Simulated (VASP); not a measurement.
# P in VASP: notebook

P is run at these levels: PBEsol; tasks: single point.

All numbers are computed with VASP 6.6.1; they aren't measurements. Logs are shortened: lines on timing, memory, paths and dates and some standing lists are left out, and cuts for length are marked.

## 1. The cell of the first run

The cell holds a slab with vacuum, 4 atoms: a = 3.247 Å, b = 34.482 Å, c = 4.637 Å, α = 90.00°, β = 90.00°, γ = 90.00°.

## 2. Single point, PBEsol (uniaxial strain along c: +4.5 %)

INCAR reads:

```
SYSTEM = P
PREC = Accurate
ENCUT = 520
EDIFF = 1E-6
ISMEAR = 0
SIGMA = 0.02
LREAL = .FALSE.
LASPH = .TRUE.
NELM = 100
ALGO = Normal
ISIF = 2
LWAVE = .FALSE.
LCHARG = .FALSE.
GGA = PS
NBANDS = 18
```

KPOINTS reads:

```
regular mesh
0
G
  8 1 6
  0 0 0
```

POSCAR reads:

```
P
1.0
    3.2474179893      0.0000000000      0.0000000000
    0.0000000000     34.4824066768      0.0000000000
    0.0000000000      0.0000000000      4.6365709970
P
4
Direct
    0.0000000000      0.9696969277      0.5869651340
    0.0000000000      0.0303030723      0.4130348660
    0.5000000000      0.0303030723      0.0869651340
    0.5000000000      0.9696969277      0.9130348660
```

Potentials or basis: VASP PAW PBE potentials, release 64 (P).

Launch:

```
cat potpaw_PBE.64/P/POTCAR > POTCAR
mpirun -np 1 vasp_std > vasp.out
```

OUTCAR:

```text
SYSTEM = P
   PREC = Accurate
   ENCUT = 520
   EDIFF = 1E-6
   ISMEAR = 0
   LREAL = .FALSE.
   LASPH = .TRUE.
   NELM = 100
   ISIF = 2
   GGA = PS

 ion  position               nearest neighbor table
   1  0.000  0.970  0.587-   4 2.22   4 2.22   2 2.24
   2  0.000  0.030  0.413-   3 2.22   3 2.22   1 2.24
   3  0.500  0.030  0.087-   2 2.22   2 2.22   4 2.24
   4  0.500  0.970  0.913-   1 2.22   1 2.22   3 2.24

  LATTYP: Found a simple orthorhombic cell.
 ALAT       =     3.2474179893
 B/A-ratio  =     1.4277715441
 C/A-ratio  =    10.6184072363

  Lattice vectors:

 A1 = (  -3.2474179893,   0.0000000000,   0.0000000000)
 A2 = (   0.0000000000,   0.0000000000,   4.6365709970)
 A3 = (   0.0000000000,  34.4824066768,   0.0000000000)

Analysis of symmetry for initial positions (statically):
=====================================================================
 Subroutine PRICEL returns:
 Original cell was already a primitive cell.

 Routine SETGRP: Setting up the symmetry group for a
 simple orthorhombic supercell.

 Subroutine GETGRP returns: Found  8 space group operations
 (whereof  4 operations were pure point group operations)
 out of a pool of  8 trial point group operations.

The static configuration has the point symmetry C_2h.
 The point group associated with its full space group is D_2h.

Analysis of symmetry for dynamics (positions and initial velocities):
=====================================================================
 Subroutine PRICEL returns:
 Original cell was already a primitive cell.

 Routine SETGRP: Setting up the symmetry group for a
 simple orthorhombic supercell.

 Subroutine GETGRP returns: Found  8 space group operations
 (whereof  4 operations were pure point group operations)
 out of a pool of  8 trial point group operations.

The dynamic configuration has the point symmetry C_2h.
 The point group associated with its full space group is D_2h.

 Subroutine INISYM returns: Found  8 space group operations
 (whereof  4 operations are pure point group operations),
 and found     1 'primitive' translations

----------------------------------------------------------------------------------------

                                     Primitive cell

  volume of cell :     519.1976

  direct lattice vectors                    reciprocal lattice vectors
     3.247417989  0.000000000  0.000000000     0.307936953  0.000000000  0.000000000
     0.000000000 34.482406677  0.000000000     0.000000000  0.029000296  0.000000000
     0.000000000  0.000000000  4.636570997     0.000000000  0.000000000  0.215676628

  length of vectors
     3.247417989 34.482406677  4.636570997     0.307936953  0.029000296  0.215676628

  position of ions in fractional coordinates (direct lattice)
     0.000000000  0.969696928  0.586965134
     0.000000000  0.030303072  0.413034866
     0.500000000  0.030303072  0.086965134
     0.500000000  0.969696928  0.913034866

  ion indices of the primitive-cell ions
   primitive index   ion index
                 1           1
                 2           2
                 3           3
                 4           4

----------------------------------------------------------------------------------------

 KPOINTS: regular mesh

Automatic generation of k-mesh.
 Grid dimensions read from file:
 generate k-points for:    8    1    6

 Generating k-lattice:

  Cartesian coordinates                     Fractional coordinates (reciprocal lattice)
     0.038492119  0.000000000  0.000000000     0.125000000  0.000000000  0.000000000
     0.000000000  0.029000296  0.000000000     0.000000000  1.000000000  0.000000000
     0.000000000  0.000000000  0.035946105     0.000000000  0.000000000  0.166666667

  Length of vectors
     0.038492119  0.029000296  0.035946105

  Shift w.r.t. Gamma in fractional coordinates (k-lattice)
     0.000000000  0.000000000  0.000000000

 Subroutine IBZKPT returns following result:
 ===========================================

 Found     20 irreducible k-points:

 Following reciprocal coordinates:
            Coordinates               Weight
  0.000000  0.000000  0.000000      1.000000
  0.125000  0.000000  0.000000      2.000000
  0.250000  0.000000  0.000000      2.000000
  0.375000  0.000000  0.000000      2.000000
  0.500000  0.000000  0.000000      1.000000
  0.000000  0.000000  0.166667      2.000000
[... 12 lines left out ...]
  0.375000  0.000000  0.500000      2.000000
  0.500000  0.000000  0.500000      1.000000
   k-points           NKPTS =     20   k-points in BZ     NKDIM =     20   number of bands    NBANDS=     18
   number of dos      NEDOS =    301   number of ions     NIONS =      4
   total plane-waves  NPLWV = 221184
   dimension x,y,z NGX =    24 NGY =  256 NGZ =   36
   dimension x,y,z NGXF=    48 NGYF=  512 NGZF=   72
   ions per type =               4
   NGX,Y,Z   is equivalent  to a cutoff of  12.29, 12.34, 12.91 a.u.
   NGXF,Y,Z  is equivalent  to a cutoff of  24.57, 24.68, 25.82 a.u.
 SYSTEM =  P
   PREC   = accura    normal or accurate (medium, high low for compatibility)
   ISTART =      0    job   : 0-new  1-cont  2-samecut
   ICHARG =      2    charge: 1-file 2-atom 10-const
   ISPIN  =      1    spin polarized calculation?
   LNONCOLLINEAR =      F non collinear calculations
   LSORBIT =      F    spin-orbit coupling
   LASPH  =      T    aspherical Exc in radial PAW
   ENCUT  =  520.0 eV  38.22 Ry    6.18 a.u.   6.04 64.11  8.62*2*pi/ulx,y,z
   NELM   =    100;   NELMIN=  2; NELMDL= -5     # of ELM steps
   EDIFF  = 0.1E-05   stopping-criterion for ELM
   LREAL  =      F    real-space projection
   EDIFFG = 0.1E-04   stopping-criterion for IOM
   NSW    =      0    number of steps for IOM
   IBRION =     -1    ionic relax: 0-MD 1-quasi-New 2-CG
   NFREE  =      0    steps in history (QN), initial steepest desc. (CG)
   ISIF   =      2    stress and relaxation
   ISYM   =      2    0-nonsym 1-usesym 2-fastsym
   POTIM  = 0.5000    time-step for ionic-motion
   TEBEG  =    0.0;   TEEND  =   0.0 temperature during run
   PSTRESS=    0.0 pullay stress
   NELECT =      20.0000    total number of electrons
   NUPDOWN=      -1.0000    fix difference up-down
   EMIN   =  10.00;   EMAX   =-10.00  energy-range for DOS
   EFERMI =   0.00;   METHOD = LEGACY
   ISMEAR =     0;   SIGMA  =   0.02  broadening in eV -4-tet -1-fermi 0-gaus
   EFERMI_NEDOS =   21; number of points for ismear=-14 and -15
   IALGO  =     38    algorithm
   IMIX   =      4    mixing-type and parameters
     AMIX     =   0.40;   BMIX     =  1.00
     AMIX_MAG =   1.60;   BMIX_MAG =  1.00
  volume/ion in A,a.u.               =     129.80       875.93
  Fermi-wavevector in a.u.,A,eV,Ry     =   0.552892  1.044815  4.159165  0.305690
  Thomas-Fermi vector in A             =   1.585529
   LORBIT       =      0    0 simple, 1 ext, 2 COOP (PROOUT), +10 PAW based schemes
   GGA     = PS    functional components
   LHFCALC =     F    Hartree Fock is set to
   AEXX    =    0.0000 exact exchange contribution
   IVDW    =     0    specifies the selected vdW correction
   LEPSILON=     F    determine dielectric tensor
   LRPA    =     F    only Hartree local field effects (RPA)
 non-spin polarized calculation
 Gauss-broadening in eV      SIGMA  =   0.02
  energy-cutoff  :      520.00
  volume of cell :      519.20
 maximum number of plane-waves:     14064
   NGX = 13   NGY =129   NGZ = 17

 number of electron      20.0000001 magnetization

 Free energy of the ion-electron system (eV)
  ---------------------------------------------------
  ext. energy  EPLUGINS =         0.00000000
  ---------------------------------------------------
  free energy    TOTEN  =       -22.81832489 eV

  energy without entropy =      -22.81832489  energy(sigma->0) =      -22.81832489

 E-fermi :  -3.3636     XC(G=0):  -1.8067

 val. band max:       -3.4985226317   @ k =   0.0000   0.0000   0.0000
 cond. band min:      -2.5578280308   @ k =   0.0000   0.0000   0.0000
 fundamental gap:      0.9406946009
 Fermi energy:        -3.3635641743

 k-point     1 :       0.0000    0.0000    0.0000
  band No.  band energies     occupation
      1     -18.4987      2.00000
      2     -15.9544      2.00000
      3     -12.7354      2.00000
      4      -9.2001      2.00000
      5      -8.1723      2.00000
      6      -8.1404      2.00000
[... 10 lines left out ...]
     17       1.6279      0.00000
     18       1.7740      0.00000

 k-point     2 :       0.1250    0.0000    0.0000
  band No.  band energies     occupation
      1     -18.3063      2.00000
      2     -15.7536      2.00000
      3     -12.7836      2.00000
      4      -9.0540      2.00000
      5      -8.2880      2.00000
      6      -7.9680      2.00000
[... 10 lines left out ...]
     17       1.7853      0.00000
     18       1.8503      0.00000

 k-point     3 :       0.2500    0.0000    0.0000
  band No.  band energies     occupation
      1     -17.7355      2.00000
      2     -15.1542      2.00000
      3     -13.1743      2.00000
      4      -9.3455      2.00000
      5      -8.7853      2.00000
      6      -8.6622      2.00000
[... 10 lines left out ...]
     17       2.0842      0.00000
     18       2.5140      0.00000

 k-point     4 :       0.3750    0.0000    0.0000
  band No.  band energies     occupation
      1     -16.8097      2.00000
      2     -14.2361      2.00000
      3     -14.1655      2.00000
      4     -11.1372      2.00000
      5      -8.9586      2.00000
      6      -8.2705      2.00000
[... 291 lines left out ...]
      4     -11.7874      2.00000
      5      -8.7952      2.00000
      6      -8.7952      2.00000
[... 10 lines left out ...]
     17       2.9907      0.00000
     18       2.9907      0.00000

 k-point    19 :       0.3750    0.0000    0.5000
  band No.  band energies     occupation
      1     -15.8306      2.00000
      2     -15.8306      2.00000
      3     -12.4776      2.00000
      4     -12.4776      2.00000
      5      -9.1229      2.00000
      6      -9.1229      2.00000
[... 10 lines left out ...]
     17       3.0845      0.00000
     18       3.0845      0.00000

 k-point    20 :       0.5000    0.0000    0.5000
  band No.  band energies     occupation
      1     -15.2317      2.00000
      2     -15.2317      2.00000
      3     -13.2077      2.00000
      4     -13.2077      2.00000
      5      -8.4142      2.00000
      6      -8.4142      2.00000
[... 10 lines left out ...]
     17       2.9913      0.00000
     18       2.9913      0.00000

------------------------ aborting loop because EDIFF is reached ----------------------------------------

  FORCE on cell =-STRESS in cart. coord.  units (eV):
  Direction    XX          YY          ZZ          XY          YZ          ZX
  --------------------------------------------------------------------------------------
  -------------------------------------------------------------------------------------
  Total        0.1454983      0.0515931     -1.3816094      0.0000000      0.0000000      0.0000000
  in kB        0.4489890      0.1592098     -4.2634697      0.0000000      0.0000000      0.0000000
  external PRESSURE =      -1.2184236 kB  Pullay stress =       0.0000000 kB

 VOLUME and BASIS-vectors are now :
 -----------------------------------------------------------------------------
  energy-cutoff  :      520.00
  volume of cell :      519.20
      direct lattice vectors                 reciprocal lattice vectors
     3.247417989  0.000000000  0.000000000     0.307936953  0.000000000  0.000000000
     0.000000000 34.482406677  0.000000000     0.000000000  0.029000296  0.000000000
     0.000000000  0.000000000  4.636570997     0.000000000  0.000000000  0.215676628

 POSITION                                       TOTAL-FORCE (eV/Angst)
 -----------------------------------------------------------------------------------
      0.00000     33.43748      2.72151        -0.000000     -0.015764      0.217633
      0.00000      1.04492      1.91507         0.000000      0.015764     -0.217633
      1.62371      1.04492      0.40322        -0.000000      0.015764      0.217633
      1.62371     33.43748      4.23335         0.000000     -0.015764     -0.217633
 -----------------------------------------------------------------------------------
    total drift:                               -0.000000     -0.000000      0.000000

  FREE ENERGIE OF THE ION-ELECTRON SYSTEM (eV)
  ---------------------------------------------------
  free  energy   TOTEN  =       -22.8183248865 eV

  energy  without entropy=      -22.8183248865  energy(sigma->0) =      -22.81832489
```

It took 4.4 min on 1 thread of Intel Xeon Platinum 8488C (Sapphire Rapids), shared host; peak memory 0.53 GiB.

Results:

* Free energy: -22.8183 eV
* Largest force: 0.218 eV/Å
* Band gap on the k mesh: 0.94 eV

Forces on the atoms (eV/Å):
```
P    0.000 -0.016  0.218
P    0.000  0.016 -0.218
P    0.000  0.016  0.218
P    0.000 -0.016 -0.218
```

Levels at points of the mesh, in eV from the valence-band top:
| k point | band 8 | band 9 | band 10 | band 11 | band 12 | band 13 |
| --- | --- | --- | --- | --- | --- | --- |
| (0.00, 0.00, 0.00) | -1.70 | -1.37 | 0.00 | 0.94 | 1.90 | 3.03 |
| (0.50, 0.00, 0.00) | -2.69 | -1.91 | -1.91 | 1.17 | 1.17 | 2.09 |
| (0.00, 0.00, 0.50) | -2.20 | -1.27 | -1.27 | 2.39 | 2.39 | 3.71 |
| (0.50, 0.00, 0.50) | -4.59 | -1.04 | -1.04 | 2.50 | 2.50 | 3.71 |

Caveat: the cell differs from its parent crystal (uniaxial strain along c: +4.5 %); there is no dipole correction, which matters where the two faces differ; the PAW data sets were made with another functional, which shifts forces and pressure a little.

(Part 1 of 2 ends here.)
